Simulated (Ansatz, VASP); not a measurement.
HC20: VASP beside Ansatz

```xyz
21
Lattice="4.9292 0.0000 0.0000 0.0000 6.8054 0.0000 0.0000 0.0000 22.2347" Properties=species:S:1:pos:R:3 pbc="T T T"
C     1.5393    1.7014    4.0000
C     4.0039    1.7014    4.0000
C     0.3069    1.7014    4.7117
C     2.7715    1.7014    4.7117
C     0.9227    5.1040    5.0675
C     3.3873    5.1040    5.0675
C     2.1549    5.1040    5.7792
C     4.6195    5.1040    5.7792
C     0.3061    1.7014    6.1349
C     2.7708    1.7014    6.1349
C     1.5381    1.7014    6.8283
C     4.0027    1.7014    6.8283
C     2.1546    5.1040    7.3582
C     4.6192    5.1040    7.3582
C     0.9201    5.1040    7.9278
C     3.3847    5.1040    7.9278
C     1.5377    1.7015    8.3169
C     4.0023    1.7015    8.3169
C     0.3064    1.7015    8.9347
C     2.7710    1.7015    8.9347
H     2.3603    2.8357   11.4347
```

Alike in both runs: task single point; functional PBE; dispersion D3(BJ); k mesh 6 × 4 × 1; occupations gaussian, width 0.1 eV; no spin polarisation.

|  | VASP | Ansatz |
| --- | --- | --- |
| version | VASP 6.6.1 | Ansatz 0.2.0 |
| potentials or method | VASP PAW PBE potentials, release 64 (C, H), cutoff 520 eV | scalar-relativistic, plane waves, PAW |
| valence electrons in the cell | 81 | 81 |

Ansatz gave:

| Item | Value |
| --- | --- |
| gap on the k mesh at the Fermi level (eV) | none |
| rms of the force components (eV/Å) | 1.141 |
| work function, face that differs most (eV) | 6.67 |

Task: Which values does VASP return?

Result: gap on the k mesh at the Fermi level (eV): none; rms of the force components (eV/Å): 1.134; work function, face that differs most (eV): 6.67.

Atom by atom the forces differ by 0.013 eV/Å (rms over components). A gap of «none» marks a metal or a gap that the smearing closes.
